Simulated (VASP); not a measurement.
Mg4HO8 (a cell with a defect), 13 atoms in the cell. The cell holds a defect, 13 atoms: a = 4.968 Å, b = 4.968 Å, c = 4.968 Å, α = 77.69°, β = 77.69°, γ = 77.69°. 

```yaml
Program: VASP 6.6.1
Task: single point
Functional: LDA
Potentials_or_basis: VASP PAW LDA potentials, release 64 (Mg, O, H)
Cutoff: 520 eV
k_mesh: 6 × 6 × 6
Occupations: gaussian, width 0.05 eV
Spin: no spin polarisation
Dipole_correction: no
Charge: 1
Further_INCAR_settings: ALGO = Normal; EDIFF = 1e-06; NBANDS = 40; NELECT = 56.0
```

Potentials or basis: VASP PAW LDA potentials, release 64 (Mg, O, H).

Command:

```sh
$ cat potpaw_LDA.64/Mg/POTCAR potpaw_LDA.64/O/POTCAR potpaw_LDA.64/H/POTCAR > POTCAR
$ mpirun -np 1 vasp_std > vasp.out
```

Hardware: 1 thread of Oxide Virtual Turin-like Processor, with other jobs on the host.

**Question.** How long does it take, and how much memory?

**Answer.** It took 4.9 min on 1 thread of Oxide Virtual Turin-like Processor (shared host), peak memory 0.33 GiB. Counts: scf iterations 14, k points 68.
